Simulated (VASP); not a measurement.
Au, 1 atom in the cell. It takes space group I4/mmm (No. 139, tetragonal). The conventional cell has a = 3.265 Å, b = 3.265 Å, c = 3.315 Å, α = 90.00°, β = 90.00°, γ = 90.00°. Au (site symmetry 4/mmm) has 14 Au at 2.84 to 3.31 Å within 3.7 Å.  This cell differs from its parent crystal: strain -0.015 along x and y, +0.000 along z.

```yaml
Program: VASP 6.6.1
Task: single point
Functional: r2SCAN
Potentials_or_basis: VASP PAW PBE potentials, release 64 (Au)
Cutoff: 520 eV
k_mesh: 20 × 20 × 20
Occupations: gaussian, width 0.15 eV
Spin: no spin polarisation
Dipole_correction: no
Further_INCAR_settings: ALGO = Normal; EDIFF = 1e-07; NBANDS = 12
```

Potentials or basis: VASP PAW PBE potentials, release 64 (Au).

The run is started by

```bash
$ cat potpaw_PBE.64/Au/POTCAR > POTCAR
$ cp INCAR.step1 INCAR
$ mpirun -np 1 vasp_std > vasp.out
$ cp INCAR.step2 INCAR
$ mpirun -np 1 vasp_std > vasp.out
```

Hardware: 1 thread of Intel(R) Xeon(R) Platinum 8488C (Sapphire Rapids), on a shared host.

Question: Estimate the wall time of this run.

Answer: Run time: 3.9 min on 1 thread of Intel(R) Xeon(R) Platinum 8488C (Sapphire Rapids), on a shared host, peak memory 0.25 GiB. Counts: k points 641.
